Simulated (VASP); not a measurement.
# BN (F-43m) in VASP: notebook, part 2 of 2

VASP 6.6.1. Earlier steps stand in the parts before.

**3. Dielectric tensor, r2SCAN (strain +4.0%)**

Contents of INCAR:

```
SYSTEM = BN
  PREC = Accurate
  ENCUT = 520
  EDIFF = 1E-8
  ISMEAR = 0
  SIGMA = 0.01
  LREAL = .FALSE.
  LASPH = .TRUE.
  NELM = 100
  ALGO = Normal
  ISIF = 2
  LWAVE = .FALSE.
  LCHARG = .FALSE.
  METAGGA = R2SCAN
  LMIXTAU = .TRUE.
  LCALCEPS = .TRUE.
```

Contents of KPOINTS:

```
regular mesh
0
G
  10 10 10
  0 0 0
```

Contents of POSCAR:

```
BN
1.0
    0.0000000000      1.8770184836      1.8770184836
    1.8770184836      0.0000000000      1.8770184836
    1.8770184836      1.8770184836      0.0000000000
B N
1 1
Direct
    0.0000000000      0.0000000000      0.0000000000
    0.2500000000      0.2500000000      0.2500000000
```

Potentials or basis: VASP PAW PBE potentials, release 64 (B, N).

Started as:

```sh
> cat potpaw_PBE.64/B/POTCAR potpaw_PBE.64/N/POTCAR > POTCAR
> mpirun -np 1 vasp_std > vasp.out
```

OUTCAR:

```text
SYSTEM = BN
   PREC = Accurate
   ENCUT = 520
   EDIFF = 1E-8
   ISMEAR = 0
   LREAL = .FALSE.
   LASPH = .TRUE.
   NELM = 100
   ISIF = 2
   METAGGA = R2SCAN

 ion  position               nearest neighbor table
   1  0.000  0.000  0.000-   2 1.63   2 1.63   2 1.63   2 1.63
   2  0.250  0.250  0.250-   1 1.63   1 1.63   1 1.63   1 1.63

  LATTYP: Found a face centered cubic cell.
 ALAT       =     3.7540369672

  Lattice vectors:

 A1 = (   0.0000000000,   1.8770184836,   1.8770184836)
 A2 = (   1.8770184836,   0.0000000000,   1.8770184836)
 A3 = (   1.8770184836,   1.8770184836,   0.0000000000)

Analysis of symmetry for initial positions (statically):
=====================================================================
 Subroutine PRICEL returns:
 Original cell was already a primitive cell.

 Routine SETGRP: Setting up the symmetry group for a
 face centered cubic supercell.

 Subroutine GETGRP returns: Found 24 space group operations
[... 458 lines left out ...]

 PIEZOELECTRIC TENSOR (including local field effects) (C/m^2)
          XX          YY          ZZ          XY          YZ          ZX
  --------------------------------------------------------------------------------
  x     0.00000     0.00000     0.00000     0.00000    -1.09855     0.00000
  y     0.00000    -0.00000     0.00000     0.00000    -0.00000    -1.09855
  z     0.00000     0.00000     0.00000    -1.09855    -0.00000    -0.00000

 BORN EFFECTIVE CHARGES (including local field effects) (in |e|, cummulative output)
 ---------------------------------------------------------------------------------
 ion    1
    1     2.08793     0.00000     0.00000
    2     0.00000     2.08793     0.00000
    3     0.00000     0.00000     2.08793
 ion    2
    1    -2.08793     0.00000     0.00000
    2     0.00000    -2.08793     0.00000
    3     0.00000     0.00000    -2.08793

  FORCE on cell =-STRESS in cart. coord.  units (eV):
  Direction    XX          YY          ZZ          XY          YZ          ZX
  --------------------------------------------------------------------------------------
  -------------------------------------------------------------------------------------
  Total       -3.0071452     -3.0071452     -3.0071452      0.0000000      0.0000000     -0.0000000
  in kB     -364.2749785   -364.2749785   -364.2749785      0.0000000      0.0000000     -0.0000000
  external PRESSURE =    -364.2749785 kB  Pullay stress =       0.0000000 kB

 VOLUME and BASIS-vectors are now :
 -----------------------------------------------------------------------------
  energy-cutoff  :      520.00
  volume of cell :       13.23
      direct lattice vectors                 reciprocal lattice vectors
     0.000000000  1.877018484  1.877018484    -0.266379902  0.266379902  0.266379902
     1.877018484  0.000000000  1.877018484     0.266379902 -0.266379902  0.266379902
     1.877018484  1.877018484  0.000000000     0.266379902  0.266379902 -0.266379902

 POSITION                                       TOTAL-FORCE (eV/Angst)
 -----------------------------------------------------------------------------------
      0.00000      0.00000      0.00000        -0.000000     -0.000000     -0.000000
      0.93851      0.93851      0.93851         0.000000      0.000000      0.000000
 -----------------------------------------------------------------------------------
    total drift:                               -0.000000     -0.000000      0.000000

  FREE ENERGIE OF THE ION-ELECTRON SYSTEM (eV)
  ---------------------------------------------------
  free  energy   TOTEN  =       -18.9970810885 eV

  energy  without entropy=      -18.9970810885  energy(sigma->0) =      -18.99708109
```

It took 11 min on 1 thread of Intel Xeon 6975P-C (Granite Rapids), shared host; peak memory 0.25 GiB.

What came out:

- Band gap on the k mesh: 4.83 eV (least direct gap 8.97 eV)
- Electronic dielectric tensor (diagonal): 4.67
- Born charges (mean of the diagonal): B +2.09; N -2.09 e

Levels at points of the mesh, in eV from the valence-band top:
```
           k point  band 1  band 2  band 3  band 4  band 5  band 6  band 7  band 8
(0.00, 0.00, 0.00)  -20.04    0.00    0.00    0.00    8.97    8.97    8.97    9.18
(0.50, 0.00, 0.00)  -16.27  -10.07   -1.81   -1.81    9.30   10.82   10.82   15.17
(0.50, 0.50, 0.00)  -15.01   -8.60   -4.55   -4.55    4.83    9.13   17.51   17.51
```

Electronic dielectric tensor:
```
4.67 0.00 0.00
0.00 4.67 0.00
0.00 0.00 4.67
```

Born effective charge tensors (e):
atom 1, B
```
2.09 0.00 0.00
0.00 2.09 0.00
0.00 0.00 2.09
```
atom 2, N
```
-2.09  0.00  0.00
 0.00 -2.09  0.00
 0.00  0.00 -2.09
```

Dipole moments of the cell (e·Å, modulo the quantum): ionic 4.693, 4.693, 4.693; electronic 0.003, 0.003, 0.005

Caveat: the cell differs from its parent crystal (strain +4.0%); the PAW data sets were made with another functional, which shifts forces and pressure a little. A k mesh can miss the band edges.

**4. G0W0 quasiparticle levels, PBE**

This run uses another cell than the first one, of 5.70 Å³/atom.

Contents of POSCAR:

```
BN
1.0
    0.0000000000      1.7867772104      1.7867772104
    1.7867772104      0.0000000000      1.7867772104
    1.7867772104      1.7867772104      0.0000000000
B N
1 1
Direct
    0.0000000000      0.0000000000      0.0000000000
    0.2500000000      0.2500000000      0.2500000000
```

Contents of INCAR.step1:

```
PREC = Accurate ; ENCUT = 500
EDIFF = 1E-8 ; ISMEAR = 0
SIGMA = 0.01 ; LREAL = F
LASPH = T ; NELM = 100
ALGO = Normal ; LWAVE = T
LCHARG = F ; GGA = PE
```

Contents of INCAR.step2:

```
PREC = Accurate ; ENCUT = 500
EDIFF = 1E-8 ; ISMEAR = 0
SIGMA = 0.01 ; LREAL = F
LASPH = T ; NELM = 1
ALGO = Exact ; LWAVE = T
LCHARG = F ; GGA = PE
NBANDS = 51 ; LOPTICS = T
ISTART = 1
```

Contents of INCAR.step3:

```
PREC = Accurate ; ENCUT = 500
EDIFF = 1E-8 ; ISMEAR = 0
SIGMA = 0.01 ; LREAL = F
LASPH = T ; ALGO = EVGW0
LWAVE = F ; LCHARG = F
GGA = PE ; NELMGW = 1
NBANDS = 51 ; ENCUTGW = 150.0
NOMEGA = 96 ; PRECFOCK = Fast
ISTART = 1 ; NBANDSGW = 12
OMEGAMAX = 30
```

Contents of KPOINTS:

```
Automatic mesh
0
Gamma
  6 6 6
```

Potentials or basis: VASP PAW PBE potentials, release 64 (B_GW, N_GW).

Started as:

```sh
> cat potpaw_PBE.64/B_GW/POTCAR potpaw_PBE.64/N_GW/POTCAR > POTCAR
> cp INCAR.step1 INCAR
> mpirun -np 1 vasp_std > vasp.out
> cp INCAR.step2 INCAR
> mpirun -np 1 vasp_std > vasp.out
> cp INCAR.step3 INCAR
> mpirun -np 1 vasp_std > vasp.out
```

OUTCAR:

```text
PREC = Accurate
   ENCUT = 500
   EDIFF = 1E-8
   ISMEAR = 0
   LREAL = F
   LASPH = T
   GGA = PE
   NELMGW = 1
   ENCUTGW = 150.0
   PRECFOCK = Fast
   ISTART = 1

 ion  position               nearest neighbor table
   1  0.000  0.000  0.000-   2 1.55   2 1.55   2 1.55   2 1.55
   2  0.250  0.250  0.250-   1 1.55   1 1.55   1 1.55   1 1.55
[... 190 lines left out ...]
      2       7.8954       7.1392     -19.3143     -18.4017     -22.0421       0.8287       2.0000       0.0446
      3       7.8954       7.1392     -19.3143     -18.4017     -22.0421       0.8287       2.0000       0.0446
      4       7.8954       7.1392     -19.3143     -18.4017     -22.0421       0.8287       2.0000       0.0446
      5      16.8817      18.2744     -12.2484     -13.9126      -7.1041       0.8369       0.0000      -0.0632
      6      16.8817      18.2744     -12.2484     -13.9126      -7.1041       0.8369       0.0000      -0.0632
      7      16.8817      18.2744     -12.2484     -13.9126      -7.1041       0.8369       0.0000      -0.0632
      8      18.8116      20.0444     -14.0164     -15.5203      -8.3547       0.8198       0.0000      -0.0804
      9      33.2988      33.8058     -10.9334     -11.5747      -3.3429       0.7907       0.0000      -0.5040
     10      36.1003      37.3701     -11.9838     -13.4981      -5.5552       0.8386       0.0000      -0.5108
     11      36.1003      37.3701     -11.9838     -13.4981      -5.5552       0.8386       0.0000      -0.5108
     12      36.7148      37.3590     -10.4699     -11.2472      -3.1098       0.8287       0.0000      -0.8334
[... 228 lines left out ...]
      1      -6.6908      -8.1731     -19.5393     -17.5487     -27.0134       0.7447       2.0000       0.5404
      2      -0.5065      -2.1136     -17.6187     -15.5728     -22.2753       0.7856       2.0000       0.1139
      3       1.4933       0.1043     -17.6588     -15.9260     -21.6510       0.8016       2.0000       0.0821
      4       1.5118       0.1852     -17.0756     -15.4285     -20.8139       0.8055       2.0000       0.0779
      5      15.7976      16.8462     -12.7770     -14.0263      -7.9507       0.8394       0.0000      -0.0617
      6      20.1877      21.3486     -12.1637     -13.5576      -6.6593       0.8329       0.0000      -0.0747
      7      23.4353      25.0598     -13.2626     -15.3128      -6.4811       0.7923       0.0000      -0.1335
      8      25.1852      26.9188     -13.5767     -15.7835      -6.5806       0.7855       0.0000      -0.1557
      9      28.0173      29.6864     -14.2533     -16.4039      -6.8650       0.7761       0.0000      -0.2383
     10      34.4367      35.9588     -12.1596     -14.0643      -4.2809       0.7991       0.0000      -0.6629
     11      38.6552      39.7110     -11.7597     -13.0405      -4.2629       0.8244       0.0000      -0.9048
     12      41.9016      43.2131     -11.5163     -13.1135      -3.9090       0.8211       0.0000      -0.9996
```

OUTCAR.step2:

```text
PREC = Accurate
   ENCUT = 500
   EDIFF = 1E-8
   ISMEAR = 0
   LREAL = F
[... 848 lines left out ...]
     0.00000     4.76248     4.76248     4.76248    -0.00000    -0.00000     0.00000
     1.90460     4.85055     4.85055     4.85055    -0.00000    -0.00000     0.00000
     3.80920     5.15023     5.15023     5.15023    -0.00000    -0.00000     0.00000
     5.71379     5.80127     5.80127     5.80127    -0.00000    -0.00000     0.00000
     7.61839     7.36247     7.36247     7.36247    -0.00000    -0.00000     0.00000
     9.52299    13.09759    13.09759    13.09759    -0.00000    -0.00000     0.00000
[... 92 lines left out ...]
   186.65061     0.97166     0.97166     0.97166     0.00000     0.00000     0.00000
   188.55521     0.97226     0.97226     0.97226     0.00000     0.00000     0.00000
```

Run time: 52 s. Hardware: 1 thread of Intel Xeon Platinum 8259CL at 2.50GHz (Skylake/Cascade Lake), shared host; peak memory 0.21 GiB.

Results:

| Property | Result |
| --- | --- |
| Quasiparticle gap | 5.99 eV |
| Least direct quasiparticle gap | 11.14 eV |
| Band gap of the starting levels on the mesh | 4.50 eV |
| Least direct gap of the starting levels on the mesh | 8.99 eV |

Caveat: the k points lie up to 0.51 Å⁻¹ apart; the cutoff is under 1.25 times the usual one of these potentials, so pressure, stress and relaxed cells hold a basis-set (Pulay) error; bands, screening cutoff and mesh are small and nothing is extrapolated, so the quasiparticle values aren't converged.

**5. The runs side by side**

| task | level | potentials or basis | cell | k mesh | cutoff (eV) | GW scheme | GW iterations | cutoff of the response function | frequency points | empty bands | gap on the mesh (eV) |
| --- | --- | --- | --- | --- | --- | --- | --- | --- | --- | --- | --- |
| dielectric tensor | r2SCAN | VASP PAW PBE potentials, release 64 (B, N) | a = 2.629 Å, angles 60.0°, 2 atoms | 10 × 10 × 10 | 520 | - | - | - | - | - | 4.87 |
| dielectric tensor | r2SCAN | VASP PAW PBE potentials, release 64 (B, N) | a = 2.655 Å, angles 60.0°, 2 atoms | 10 × 10 × 10 | 520 | - | - | - | - | - | 4.83 |
| G0W0 quasiparticle levels | PBE | VASP PAW PBE potentials, release 64 (B_GW, N_GW) | a = 2.527 Å, angles 60.0°, 2 atoms | 6 × 6 × 6 | 500 | G0W0 | 1 | 150 | 96 | 47 | - |

Alike in all rows: no spin polarisation; smearing gaussian 0.01 eV.

Caveats: some runs use coarse meshes; the PAW data sets were made with another functional, which shifts forces and pressure a little (at least some runs); the cutoff is under 1.25 times the usual one of these potentials, so pressure, stress and relaxed cells hold a basis-set (Pulay) error (at least some runs); bands, screening cutoff and mesh are small and nothing is extrapolated, so the quasiparticle values aren't converged (at least some runs).

Absolute energies hang on the potentials; compare differences alone.
